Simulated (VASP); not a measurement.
Here is a VASP 6.6.1 calculation.

Contents of INCAR:

```
SYSTEM = LiF
PREC = Accurate ; ENCUT = 520
EDIFF = 1E-7 ; ISMEAR = 0
SIGMA = 0.05 ; LREAL = .False.
LASPH = .True. ; NELM = 60
ALGO = Normal ; ISIF = 2
LWAVE = .False. ; LCHARG = .False.
GGA = CA ; NBANDS = 18
```

KPOINTS

```
Automatic mesh
0
Gamma
  9 9 6
  0 0 0
```

The input POSCAR:

```
LiF
1.0
    3.0009955627      0.0000000000      0.0000000000
   -1.5004977814      2.5989383940      0.0000000000
    0.0000000000      0.0000000000      5.2055269031
Li F
2 2
Direct
    0.3333333333      0.6666666667      0.3839784076
    0.6666666667      0.3333333333      0.8839784076
    0.3333333333      0.6666666667      0.9910195924
    0.6666666667      0.3333333333      0.4910195924
```

Potentials or basis: VASP PAW LDA potentials, release 64 (Li_sv, F).

The run is started by

```bash
$ cat potpaw_LDA.64/Li_sv/POTCAR potpaw_LDA.64/F/POTCAR > POTCAR
$ mpirun -np 1 vasp_std > vasp.out
```

Estimate the largest force.

0.238 eV/Å.

What does it give for the band gap on the k mesh?

7.43 eV, direct.

Forces on the atoms (eV/Å):
```
Li   0.000  0.000 -0.238
Li   0.000  0.000 -0.238
F    0.000  0.000  0.238
F    0.000  0.000  0.238
```

 A k mesh can miss the band edges.
